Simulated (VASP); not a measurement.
# HfC in VASP: settings compared

The runs below take HfC through relaxation of cell and atoms, single point, with r2SCAN, PBEsol, PBEsol+D4, PBE.

Program: VASP 6.6.1. These are calculated values, not measurements. Logs are shortened: lines on timing, memory, paths and dates and some standing lists are left out, and cuts for length are marked.

## (1) The cell of the first run

Symmetry: Fm-3m, No. 225, cubic system. The conventional cell has a = 4.650 Å, b = 4.650 Å, c = 4.650 Å, α = 90.00°, β = 90.00°, γ = 90.00°. Hf (site symmetry m-3m) has 6 C at 2.33 Å within 3.1 Å. C (site symmetry m-3m) has 6 Hf at 2.33 Å within 3.1 Å.

## (2) Relaxation of cell and atoms, r2SCAN

File POSCAR:

```
HfC
1.0
    0.0000000000      2.3250000000      2.3250000000
    2.3250000000      0.0000000000      2.3250000000
    2.3250000000      2.3250000000      0.0000000000
Hf C
1 1
Direct
    0.5000000000      0.5000000000      0.5000000000
    0.0000000000      0.0000000000      0.0000000000
```

File INCAR.step1:

```
  ALGO = Normal
  EDIFF = 1E-4
  ENCUT = 600
  GGA = PE
  ISMEAR = -1
  LASPH = T
  LCHARG = F
  LREAL = F
  LWAVE = T
  NELM = 60
  PREC = Accurate
  SIGMA = 0.1
```

File INCAR.step2:

```
  ALGO = Normal
  EDIFF = 1E-6
  EDIFFG = -0.01
  ENCUT = 600
  IBRION = 2
  ISIF = 3
  ISMEAR = -1
  ISTART = 1
  LASPH = T
  LCHARG = F
  LMIXTAU = T
  LREAL = F
  LWAVE = F
  METAGGA = R2SCAN
  NELM = 60
  NSW = 60
  PREC = Accurate
  SIGMA = 0.1
```

File KPOINTS:

```
k-points
0
Gamma
  10 10 10
```

Potentials or basis: VASP PAW PBE potentials, release 64 (Hf_pv, C).

Command:

```
cat potpaw_PBE.64/Hf_pv/POTCAR potpaw_PBE.64/C/POTCAR > POTCAR
cp INCAR.step1 INCAR
mpirun -np 1 vasp_std > vasp.out
cp INCAR.step2 INCAR
mpirun -np 1 vasp_std > vasp.out
```

OUTCAR:

```text
EDIFF = 1E-6
   EDIFFG = -0.01
   ENCUT = 600
   IBRION = 2
   ISIF = 3
   ISMEAR = -1
   ISTART = 1
   LASPH = T
   LREAL = F
   METAGGA = R2SCAN
   NELM = 60
   NSW = 60
   PREC = Accurate

 ion  position               nearest neighbor table
   1  0.500  0.500  0.500-   2 2.33   2 2.33   2 2.33   2 2.33   2 2.33   2 2.33
   2  0.000  0.000  0.000-   1 2.33   1 2.33   1 2.33   1 2.33   1 2.33   1 2.33

  LATTYP: Found a face centered cubic cell.
 ALAT       =     4.6500000000

  Lattice vectors:

 A1 = (   0.0000000000,   2.3250000000,   2.3250000000)
 A2 = (   2.3250000000,   0.0000000000,   2.3250000000)
 A3 = (   2.3250000000,   2.3250000000,   0.0000000000)

Analysis of symmetry for initial positions (statically):
=====================================================================
 Subroutine PRICEL returns:
 Original cell was already a primitive cell.

 Routine SETGRP: Setting up the symmetry group for a
 face centered cubic supercell.

 Subroutine GETGRP returns: Found 48 space group operations
 (whereof 48 operations were pure point group operations)
 out of a pool of 48 trial point group operations.

The static configuration has the point symmetry O_h .

Analysis of symmetry for dynamics (positions and initial velocities):
=====================================================================
 Subroutine PRICEL returns:
 Original cell was already a primitive cell.

 Routine SETGRP: Setting up the symmetry group for a
 face centered cubic supercell.

 Subroutine GETGRP returns: Found 48 space group operations
 (whereof 48 operations were pure point group operations)
 out of a pool of 48 trial point group operations.

The dynamic configuration has the point symmetry O_h .

 Subroutine INISYM returns: Found 48 space group operations
 (whereof 48 operations are pure point group operations),
 and found     1 'primitive' translations

----------------------------------------------------------------------------------------

                                     Primitive cell

  volume of cell :      25.1362

  direct lattice vectors                    reciprocal lattice vectors
     0.000000000  2.325000000  2.325000000    -0.215053763  0.215053763  0.215053763
     2.325000000  0.000000000  2.325000000     0.215053763 -0.215053763  0.215053763
     2.325000000  2.325000000  0.000000000     0.215053763  0.215053763 -0.215053763

  length of vectors
     3.288046533  3.288046533  3.288046533     0.372484045  0.372484045  0.372484045

  position of ions in fractional coordinates (direct lattice)
     0.500000000  0.500000000  0.500000000
     0.000000000  0.000000000  0.000000000

  ion indices of the primitive-cell ions
   primitive index   ion index
                 1           1
                 2           2

----------------------------------------------------------------------------------------

 KPOINTS: k-points

Automatic generation of k-mesh.
 Grid dimensions read from file:
 generate k-points for:   10   10   10

 Generating k-lattice:

  Cartesian coordinates                     Fractional coordinates (reciprocal lattice)
    -0.021505376  0.021505376  0.021505376     0.100000000  0.000000000  0.000000000
     0.021505376 -0.021505376  0.021505376     0.000000000  0.100000000  0.000000000
     0.021505376  0.021505376 -0.021505376     0.000000000  0.000000000  0.100000000

  Length of vectors
     0.037248404  0.037248404  0.037248404

  Shift w.r.t. Gamma in fractional coordinates (k-lattice)
     0.000000000  0.000000000  0.000000000

 Subroutine IBZKPT returns following result:
 ===========================================

 Found     47 irreducible k-points:

 Following reciprocal coordinates:
            Coordinates               Weight
  0.000000  0.000000  0.000000      1.000000
  0.100000  0.000000  0.000000      8.000000
  0.200000  0.000000  0.000000      8.000000
  0.300000  0.000000  0.000000      8.000000
  0.400000  0.000000  0.000000      8.000000
  0.500000  0.000000  0.000000      4.000000
[... 16 lines left out ...]
  0.300000  0.300000  0.000000      6.000000
  0.400000  0.300000  0.000000     24.000000
 [... further k-points ...]
   k-points           NKPTS =     47   k-points in BZ     NKDIM =     47   number of bands    NBANDS=     11
   number of dos      NEDOS =    301   number of ions     NIONS =      2
   total plane-waves  NPLWV =  21952
   dimension x,y,z NGX =    28 NGY =   28 NGZ =   28
   dimension x,y,z NGXF=    56 NGYF=   56 NGZF=   56
   ions per type =               1   1
   NGX,Y,Z   is equivalent  to a cutoff of  14.16, 14.16, 14.16 a.u.
   NGXF,Y,Z  is equivalent  to a cutoff of  28.31, 28.31, 28.31 a.u.
 SYSTEM =  unknown system
   PREC   = accura    normal or accurate (medium, high low for compatibility)
   ISTART =      1    job   : 0-new  1-cont  2-samecut
   ICHARG =      0    charge: 1-file 2-atom 10-const
   ISPIN  =      1    spin polarized calculation?
   LNONCOLLINEAR =      F non collinear calculations
   LSORBIT =      F    spin-orbit coupling
   LASPH  =      T    aspherical Exc in radial PAW
   ENCUT  =  600.0 eV  44.10 Ry    6.64 a.u.   6.57  6.57  6.57*2*pi/ulx,y,z
   NELM   =     60;   NELMIN=  2; NELMDL=  0     # of ELM steps
   EDIFF  = 0.1E-05   stopping-criterion for ELM
   LREAL  =      F    real-space projection
   EDIFFG = -.1E-01   stopping-criterion for IOM
   NSW    =     60    number of steps for IOM
   IBRION =      2    ionic relax: 0-MD 1-quasi-New 2-CG
   NFREE  =      1    steps in history (QN), initial steepest desc. (CG)
   ISIF   =      3    stress and relaxation
   ISYM   =      2    0-nonsym 1-usesym 2-fastsym
   POTIM  = 0.5000    time-step for ionic-motion
   TEBEG  =    0.0;   TEEND  =   0.0 temperature during run
   PSTRESS=    0.0 pullay stress
   NELECT =      14.0000    total number of electrons
   NUPDOWN=      -1.0000    fix difference up-down
   EMIN   =  10.00;   EMAX   =-10.00  energy-range for DOS
   EFERMI =   0.00;   METHOD = LEGACY
   ISMEAR =    -1;   SIGMA  =   0.10  broadening in eV -4-tet -1-fermi 0-gaus
   EFERMI_NEDOS =   21; number of points for ismear=-14 and -15
   IALGO  =     38    algorithm
   IMIX   =      4    mixing-type and parameters
     AMIX     =   0.40;   BMIX     =  1.00
     AMIX_MAG =   1.60;   BMIX_MAG =  1.00
  volume/ion in A,a.u.               =      12.57        84.81
  Fermi-wavevector in a.u.,A,eV,Ry     =   1.346949  2.545365 24.684672  1.814272
  Thomas-Fermi vector in A             =   2.474740
   LORBIT       =      0    0 simple, 1 ext, 2 COOP (PROOUT), +10 PAW based schemes
   METAGGA = R2SCAN    functional components
   LHFCALC =     F    Hartree Fock is set to
   AEXX    =    0.0000 exact exchange contribution
   IVDW    =     0    specifies the selected vdW correction
   LEPSILON=     F    determine dielectric tensor
   LRPA    =     F    only Hartree local field effects (RPA)
 conjugate gradient relaxation of ions
 non-spin polarized calculation
  energy-cutoff  :      600.00
  volume of cell :       25.14
 maximum number of plane-waves:       869
 NGX is ok and might be reduce to    28
   NGX = 13   NGY = 13   NGZ = 13

--------------------------------------- Ionic step        1  -------------------------------------------

 number of electron      14.0000000 magnetization

 Free energy of the ion-electron system (eV)
  ---------------------------------------------------
  ext. energy  EPLUGINS =         0.00000000
  ---------------------------------------------------
  free energy    TOTEN  =       -57.34397828 eV

  energy without entropy =      -57.33544557  energy(sigma->0) =      -57.33971192

------------------------ aborting loop because EDIFF is reached ----------------------------------------

  FORCE on cell =-STRESS in cart. coord.  units (eV):
  Direction    XX          YY          ZZ          XY          YZ          ZX
  --------------------------------------------------------------------------------------
  -------------------------------------------------------------------------------------
  Total       -0.4086032     -0.4086032     -0.4086032      0.0000000      0.0000000      0.0000000
  in kB      -26.0443496    -26.0443496    -26.0443496      0.0000000      0.0000000      0.0000000
  external PRESSURE =     -26.0443496 kB  Pullay stress =       0.0000000 kB
[... 57 lines left out ...]
  energy  without entropy=      -57.3300251796  energy(sigma->0) =      -57.33435780

--------------------------------------- Ionic step        3  -------------------------------------------

 number of electron      14.0000000 magnetization

 Free energy of the ion-electron system (eV)
  ---------------------------------------------------
  ext. energy  EPLUGINS =         0.00000000
  ---------------------------------------------------
  free energy    TOTEN  =       -57.34606630 eV

  energy without entropy =      -57.33749030  energy(sigma->0) =      -57.34177830

 E-fermi :   6.0026     XC(G=0): -13.1592

 val. band max:        5.9657107345   @ k =   0.1000   0.0000   0.0000
 cond. band min:       6.1430480237   @ k =   0.2000   0.2000   0.0000
 fundamental gap:      0.1773372892
 Fermi energy:         6.0025593743

 k-point     1 :       0.0000    0.0000    0.0000
  band No.  band energies     occupation
      1     -24.7293      2.00000
      2     -24.7293      2.00000
      3     -24.7293      2.00000
      4      -7.1147      2.00000
      5       6.9841      0.00011
      6       6.9841      0.00011
      7       6.9841      0.00011
      8       7.6105      0.00000
      9       7.6105      0.00000
     10       7.6105      0.00000
     11       9.5481      0.00000
[... 309 lines left out ...]
 k-point    24 :       0.4000    0.3000    0.0000
  band No.  band energies     occupation
      1     -25.2415      2.00000
      2     -24.9344      2.00000
      3     -24.9128      2.00000
      4      -5.0202      2.00000
      5       2.0380      2.00000
      6       4.1691      2.00000
      7       5.1780      1.99948
      8       6.2656      0.13437
      9      11.5897      0.00000
     10      12.7995      0.00000
     11      12.9180      0.00000

 [... further k-points ...]
[... 5 lines left out ...]
  --------------------------------------------------------------------------------------
  -------------------------------------------------------------------------------------
  Total       -0.0124637     -0.0124637     -0.0124637      0.0000000      0.0000000      0.0000000
  in kB       -0.8026430     -0.8026430     -0.8026430      0.0000000      0.0000000      0.0000000
  external PRESSURE =      -0.8026430 kB  Pullay stress =       0.0000000 kB
[... 17 lines left out ...]
  FREE ENERGIE OF THE ION-ELECTRON SYSTEM (eV)
  ---------------------------------------------------
  free  energy   TOTEN  =       -57.3460663004 eV

  energy  without entropy=      -57.3374902991  energy(sigma->0) =      -57.34177830

 reached required accuracy - stopping structural energy minimisation
```

Run time: 90 s. Hardware: 1 thread of Intel Xeon 6975P-C (Granite Rapids), shared host; peak memory 0.17 GiB.

Results:

```yaml
Free_energy: -57.3461 eV
Relaxed_volume: 12.44 Å³/atom
Relaxed_cell: a = 3.277 Å, b = 3.277 Å, c = 3.277 Å, α = 60.00°, β = 60.00°, γ = 60.00°
Space_group_after_relaxing_to_0.05_Å: Fm-3m (No. 225)
Energy_gained_by_relaxing: 1.0 meV/atom
Ionic_steps: 3
Pressure_after_relaxing: -0.1 GPa
Band_gap_on_the_k_mesh: zero (band 7 reaches 6.98 eV, above the bottom of band 8 at 5.51 eV)
```

The path:
| step | energy change (eV) | largest force (eV/Å) | pressure (GPa) | volume (Å³) |
| --- | --- | --- | --- | --- |
| 1 | 0.0000 | 0.0000 | -2.60 | 25.14 |
| 2 | 0.0053 | 0.0000 | 5.01 | 24.40 |
| 3 | -0.0021 | 0.0000 | -0.08 | 24.88 |

Final structure:
```yaml
crystal:
  lattice:
    - [0.00000, 2.31705, 2.31705]
    - [2.31705, 0.00000, 2.31705]
    - [2.31705, 2.31705, 0.00000]
  atoms:
    - { symbol: Hf, position: [0.50000, 0.50000, 0.50000] }
    - { symbol: C, position: [0.00000, 0.00000, 0.00000] }
```

Levels at points of the mesh, in eV from the Fermi level:
```tsv
k point	band 5	band 6	band 7	band 8	band 9	band 10
(0.00, 0.00, 0.00)	0.98	0.98	0.98	1.61	1.61	1.61
(0.50, 0.00, 0.00)	-6.40	-3.21	-3.21	5.68	5.68	6.24
(0.50, 0.50, 0.00)	-2.83	-1.68	-0.20	-0.20	5.50	7.12
```

Caveat: the PAW data sets were made with another functional, which shifts forces and pressure a little; spin-orbit coupling is left out, which moves the levels of the heavy elements.

(Continued in part 2 of 2.)
